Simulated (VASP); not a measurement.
# Zr2B (P4/nmm) in VASP: relaxation of cell and atoms with PBE

Aim: the relaxation of cell and atoms of Zr2B with PBE.

Program: VASP 6.6.1. These are calculated values, not measurements. Logs are shortened: lines on timing, memory, paths and dates and some standing lists are left out, and cuts for length are marked.

**1. The cell of the first run**

The structure is tetragonal, space group P4/nmm (No. 129). The conventional cell has a = 3.783 Å, b = 3.783 Å, c = 7.012 Å, α = 90.00°, β = 90.00°, γ = 90.00°. Within 3.3 Å of Zr (site symmetry 4mm) lie 5 B at 2.52 to 2.76 Å and 8 Zr at 3.21 to 3.24 Å. Zr (site symmetry -4m2) has 8 Zr at 2.67 to 3.21 Å and 4 B at 2.68 Å within 3.5 Å. B (site symmetry 4mm) has 9 Zr at 2.52 to 2.76 Å within 3.3 Å.

The cell was generated, and may not be a known phase.

**2. Relaxation of cell and atoms, PBE**

INCAR reads:

```
SYSTEM = Zr2B
PREC = Accurate
ENCUT = 600
EDIFF = 1E-7
ISMEAR = 0
SIGMA = 0.1
LREAL = .FALSE.
LASPH = .TRUE.
NELM = 60
ALGO = Fast
ISIF = 3
LWAVE = .FALSE.
LCHARG = .FALSE.
GGA = PE
IBRION = 2
NSW = 100
EDIFFG = -0.01
```

KPOINTS reads:

```
regular mesh
0
G
  10 10 6
  0 0 0
```

POSCAR reads:

```
Zr2B
1.0
    3.7825105921      0.0000000000      0.0000000000
    0.0000000000      3.7825105921      0.0000000000
    0.0000000000      0.0000000000      7.0117331190
Zr B
4 2
Direct
    0.5000000000      0.0000000000      0.3694067127
    0.0000000000      0.5000000000      0.6305932873
    0.5000000000      0.5000000000      0.0000000000
    0.0000000000      0.0000000000      0.0000000000
    0.0000000000      0.5000000000      0.2716781536
    0.5000000000      0.0000000000      0.7283218464
```

Potentials or basis: VASP PAW PBE potentials, release 64 (Zr_sv, B).

Started as:

```console
> cat potpaw_PBE.64/Zr_sv/POTCAR potpaw_PBE.64/B/POTCAR > POTCAR
> mpirun -np 1 vasp_std > vasp.out
```

OUTCAR:

```text
SYSTEM = Zr2B
   PREC = Accurate
   ENCUT = 600
   EDIFF = 1E-7
   ISMEAR = 0
   LREAL = .FALSE.
   LASPH = .TRUE.
   NELM = 60
   ISIF = 3
   GGA = PE
   IBRION = 2
   NSW = 100
   EDIFFG = -0.01

 ion  position               nearest neighbor table
   1  0.500  0.000  0.369-   6 2.52   5 2.76   5 2.76   5 2.76   5 2.76   3 3.21   4 3.21   4 3.21
                             3 3.21   2 3.24   2 3.24   2 3.24   2 3.24
   2  0.000  0.500  0.631-   5 2.52   6 2.76   6 2.76   6 2.76   6 2.76   3 3.21   3 3.21   4 3.21
                             4 3.21   1 3.24   1 3.24   1 3.24   1 3.24
   3  0.500  0.500  0.000-   4 2.67   4 2.67   4 2.67   4 2.67   6 2.68   6 2.68   5 2.68   5 2.68
                             2 3.21   1 3.21   2 3.21   1 3.21
   4  0.000  0.000  0.000-   3 2.67   3 2.67   3 2.67   3 2.67   5 2.68   6 2.68   6 2.68   5 2.68
                             1 3.21   2 3.21   2 3.21   1 3.21
   5  0.000  0.500  0.272-   2 2.52   3 2.68   4 2.68   4 2.68   3 2.68   1 2.76   1 2.76   1 2.76
                             1 2.76
   6  0.500  0.000  0.728-   1 2.52   3 2.68   4 2.68   3 2.68   4 2.68   2 2.76   2 2.76   2 2.76
                             2 2.76

  LATTYP: Found a simple tetragonal cell.
 ALAT       =     3.7825105921
 C/A-ratio  =     1.8537246488

  Lattice vectors:

 A1 = (   3.7825105921,   0.0000000000,   0.0000000000)
 A2 = (   0.0000000000,   3.7825105921,   0.0000000000)
 A3 = (   0.0000000000,   0.0000000000,   7.0117331190)

Analysis of symmetry for initial positions (statically):
=====================================================================
 Subroutine PRICEL returns:
 Original cell was already a primitive cell.

 Routine SETGRP: Setting up the symmetry group for a
 simple tetragonal supercell.

 Subroutine GETGRP returns: Found 16 space group operations
 (whereof  8 operations were pure point group operations)
 out of a pool of 16 trial point group operations.

The static configuration has the point symmetry D_2d.
 The point group associated with its full space group is D_4h.

Analysis of symmetry for dynamics (positions and initial velocities):
=====================================================================
 Subroutine PRICEL returns:
 Original cell was already a primitive cell.

 Routine SETGRP: Setting up the symmetry group for a
 simple tetragonal supercell.

 Subroutine GETGRP returns: Found 16 space group operations
 (whereof  8 operations were pure point group operations)
 out of a pool of 16 trial point group operations.

The dynamic configuration has the point symmetry D_2d.
 The point group associated with its full space group is D_4h.

 Subroutine INISYM returns: Found 16 space group operations
 (whereof  8 operations are pure point group operations),
 and found     1 'primitive' translations

----------------------------------------------------------------------------------------

                                     Primitive cell

  volume of cell :     100.3196

  direct lattice vectors                    reciprocal lattice vectors
     3.782510592  0.000000000  0.000000000     0.264374673  0.000000000  0.000000000
     0.000000000  3.782510592  0.000000000     0.000000000  0.264374673  0.000000000
     0.000000000  0.000000000  7.011733119     0.000000000  0.000000000  0.142618092

  length of vectors
     3.782510592  3.782510592  7.011733119     0.264374673  0.264374673  0.142618092

  position of ions in fractional coordinates (direct lattice)
     0.500000000  0.000000000  0.369406713
     0.000000000  0.500000000  0.630593287
     0.500000000  0.500000000  0.000000000
     0.000000000  0.000000000  0.000000000
     0.000000000  0.500000000  0.271678154
     0.500000000  0.000000000  0.728321846

  ion indices of the primitive-cell ions
   primitive index   ion index
                 1           1
                 2           2
                 3           3
                 4           4
                 5           5
                 6           6

----------------------------------------------------------------------------------------

 KPOINTS: regular mesh

Automatic generation of k-mesh.
 Grid dimensions read from file:
 generate k-points for:   10   10    6

 Generating k-lattice:

  Cartesian coordinates                     Fractional coordinates (reciprocal lattice)
     0.026437467  0.000000000  0.000000000     0.100000000  0.000000000  0.000000000
     0.000000000  0.026437467  0.000000000     0.000000000  0.100000000  0.000000000
     0.000000000  0.000000000  0.023769682     0.000000000  0.000000000  0.166666667

  Length of vectors
     0.026437467  0.026437467  0.023769682

  Shift w.r.t. Gamma in fractional coordinates (k-lattice)
     0.000000000  0.000000000  0.000000000

 Subroutine IBZKPT returns following result:
 ===========================================

 Found     84 irreducible k-points:

 Following reciprocal coordinates:
            Coordinates               Weight
  0.000000  0.000000  0.000000      1.000000
  0.100000  0.000000  0.000000      4.000000
  0.200000  0.000000  0.000000      4.000000
  0.300000  0.000000  0.000000      4.000000
  0.400000  0.000000  0.000000      4.000000
  0.500000  0.000000  0.000000      2.000000
[... 16 lines left out ...]
  0.100000  0.000000  0.166667      8.000000
  0.200000  0.000000  0.166667      8.000000
 [... further k-points ...]
   k-points           NKPTS =     84   k-points in BZ     NKDIM =     84   number of bands    NBANDS=     32
   number of dos      NEDOS =    301   number of ions     NIONS =      6
   total plane-waves  NPLWV =  50400
   dimension x,y,z NGX =    30 NGY =   30 NGZ =   56
   dimension x,y,z NGXF=    60 NGYF=   60 NGZF=  112
   ions per type =               4   2
   NGX,Y,Z   is equivalent  to a cutoff of  13.19, 13.19, 13.28 a.u.
   NGXF,Y,Z  is equivalent  to a cutoff of  26.37, 26.37, 26.55 a.u.
 SYSTEM =  Zr2B
   PREC   = accura    normal or accurate (medium, high low for compatibility)
   ISTART =      0    job   : 0-new  1-cont  2-samecut
   ICHARG =      2    charge: 1-file 2-atom 10-const
   ISPIN  =      1    spin polarized calculation?
   LNONCOLLINEAR =      F non collinear calculations
   LSORBIT =      F    spin-orbit coupling
   LASPH  =      T    aspherical Exc in radial PAW
   ENCUT  =  600.0 eV  44.10 Ry    6.64 a.u.   7.55  7.55 14.00*2*pi/ulx,y,z
   NELM   =     60;   NELMIN=  2; NELMDL= -5     # of ELM steps
   EDIFF  = 0.1E-06   stopping-criterion for ELM
   LREAL  =      F    real-space projection
   EDIFFG = -.1E-01   stopping-criterion for IOM
   NSW    =    100    number of steps for IOM
   IBRION =      2    ionic relax: 0-MD 1-quasi-New 2-CG
   NFREE  =      1    steps in history (QN), initial steepest desc. (CG)
   ISIF   =      3    stress and relaxation
   ISYM   =      2    0-nonsym 1-usesym 2-fastsym
   POTIM  = 0.5000    time-step for ionic-motion
   TEBEG  =    0.0;   TEEND  =   0.0 temperature during run
   PSTRESS=    0.0 pullay stress
   NELECT =      54.0000    total number of electrons
   NUPDOWN=      -1.0000    fix difference up-down
   EMIN   =  10.00;   EMAX   =-10.00  energy-range for DOS
   EFERMI =   0.00;   METHOD = LEGACY
   ISMEAR =     0;   SIGMA  =   0.10  broadening in eV -4-tet -1-fermi 0-gaus
   EFERMI_NEDOS =   21; number of points for ismear=-14 and -15
   IALGO  =     68    algorithm
   IMIX   =      4    mixing-type and parameters
     AMIX     =   0.40;   BMIX     =  1.00
     AMIX_MAG =   1.60;   BMIX_MAG =  1.00
  volume/ion in A,a.u.               =      16.72       112.83
  Fermi-wavevector in a.u.,A,eV,Ry     =   1.331714  2.516574 24.129406  1.773461
  Thomas-Fermi vector in A             =   2.460704
   LORBIT       =      0    0 simple, 1 ext, 2 COOP (PROOUT), +10 PAW based schemes
   GGA     = PE    functional components
   LHFCALC =     F    Hartree Fock is set to
   AEXX    =    0.0000 exact exchange contribution
   IVDW    =     0    specifies the selected vdW correction
   LEPSILON=     F    determine dielectric tensor
   LRPA    =     F    only Hartree local field effects (RPA)
 conjugate gradient relaxation of ions
 non-spin polarized calculation
 RMM-DIIS sequential band-by-band and
 Gauss-broadening in eV      SIGMA  =   0.10
  energy-cutoff  :      600.00
  volume of cell :      100.32
 maximum number of plane-waves:      3370
   NGX = 15   NGY = 15   NGZ = 29

--------------------------------------- Ionic step        1  -------------------------------------------

 number of electron      53.9999999 magnetization

 Free energy of the ion-electron system (eV)
  ---------------------------------------------------
  ext. energy  EPLUGINS =         0.00000000
  ---------------------------------------------------
  free energy    TOTEN  =       -48.25555637 eV

  energy without entropy =      -48.22558718  energy(sigma->0) =      -48.24057177

------------------------ aborting loop because EDIFF is reached ----------------------------------------

  FORCE on cell =-STRESS in cart. coord.  units (eV):
  Direction    XX          YY          ZZ          XY          YZ          ZX
  --------------------------------------------------------------------------------------
  -------------------------------------------------------------------------------------
  Total       -0.0486565     -0.0486565      0.4447851      0.0000000      0.0000000      0.0000000
  in kB       -0.7770807     -0.7770807      7.1035451      0.0000000      0.0000000      0.0000000
  external PRESSURE =       1.8497946 kB  Pullay stress =       0.0000000 kB
[... 225 lines left out ...]
  energy  without entropy=      -48.2287170820  energy(sigma->0) =      -48.24301291

--------------------------------------- Ionic step        7  -------------------------------------------

 number of electron      54.0000000 magnetization

 Free energy of the ion-electron system (eV)
  ---------------------------------------------------
  ext. energy  EPLUGINS =         0.00000000
  ---------------------------------------------------
  free energy    TOTEN  =       -48.25746824 eV

  energy without entropy =      -48.22917531  energy(sigma->0) =      -48.24332178

 E-fermi :   8.8632     XC(G=0): -11.5426

 val. band max:        8.8606298914   @ k =   0.2000   0.0000   0.1667
 cond. band min:       8.8676787563   @ k =   0.5000   0.3000   0.0000
 fundamental gap:      0.0070488649
 Fermi energy:         8.8632437896

 k-point     1 :       0.0000    0.0000    0.0000
  band No.  band energies     occupation
      1     -39.6441      2.00000
      2     -39.5577      2.00000
      3     -39.3809      2.00000
      4     -38.6910      2.00000
      5     -18.2413      2.00000
      6     -18.2413      2.00000
[... 829 lines left out ...]
     31      10.5404      0.00000
     32      10.9418      0.00000

 [... further k-points ...]
[... 5 lines left out ...]
  --------------------------------------------------------------------------------------
  -------------------------------------------------------------------------------------
  Total        0.0095022      0.0095022     -0.0147781      0.0000000      0.0000000     -0.0000000
  in kB        0.1515917      0.1515917     -0.2357597      0.0000000      0.0000000     -0.0000000
  external PRESSURE =       0.0224746 kB  Pullay stress =       0.0000000 kB
[... 21 lines left out ...]
  FREE ENERGIE OF THE ION-ELECTRON SYSTEM (eV)
  ---------------------------------------------------
  free  energy   TOTEN  =       -48.2574682395 eV

  energy  without entropy=      -48.2291753123  energy(sigma->0) =      -48.24332178

 reached required accuracy - stopping structural energy minimisation
```

Wall time 35 min (1 thread of Intel Xeon Platinum 8259CL at 2.50GHz (Skylake/Cascade Lake), shared host); peak memory 0.42 GiB.

Results:

- Free energy: -48.2575 eV
- Relaxed volume: 16.74 Å³/atom
- Relaxed cell: a = 3.772 Å, b = 3.772 Å, c = 7.059 Å, α = 90.00°, β = 90.00°, γ = 90.00°
- Space group after relaxing (to 0.1 Å): P4/nmm (No. 129)
- Energy gained by relaxing: 0.3 meV/atom
- Ionic steps: 7
- Pressure after relaxing: 0.0 GPa
- Largest force after relaxing: 0.005 eV/Å
- Band gap on the k mesh: zero (bands 27 and 28 overlap by 1.38 eV)

Forces in eV/Å, atoms in the order of the input:
```
Zr   0.000  0.000  0.002
Zr   0.000  0.000 -0.002
Zr   0.000  0.000  0.000
Zr   0.000  0.000  0.000
B    0.000  0.000  0.005
B    0.000  0.000 -0.005
```

The path:
| step | energy change (eV) | largest force (eV/Å) | pressure (GPa) | volume (Å³) |
| --- | --- | --- | --- | --- |
| 1 | 0.0000 | 0.0260 | 0.18 | 100.32 |
| 2 | -0.0010 | 0.0377 | -0.21 | 100.60 |
| 3 | -0.0010 | 0.0413 | -0.27 | 100.64 |
| 4 | -0.0015 | 0.0480 | 0.05 | 100.39 |
| 5 | -0.0015 | 0.0481 | 0.06 | 100.38 |
| 6 | -0.0018 | 0.0312 | 0.04 | 100.40 |
| 7 | -0.0019 | 0.0047 | 0.00 | 100.43 |

Final structure:
```
Zr B
1.0
     3.77195    0.00000    0.00000
     0.00000    3.77195    0.00000
     0.00000    0.00000    7.05875
Zr B
4 2
Direct
  0.50000 0.00000 0.36866
  0.00000 0.50000 0.63134
  0.50000 0.50000 0.00000
  0.00000 0.00000 0.00000
  0.00000 0.50000 0.27328
  0.50000 0.00000 0.72672
```
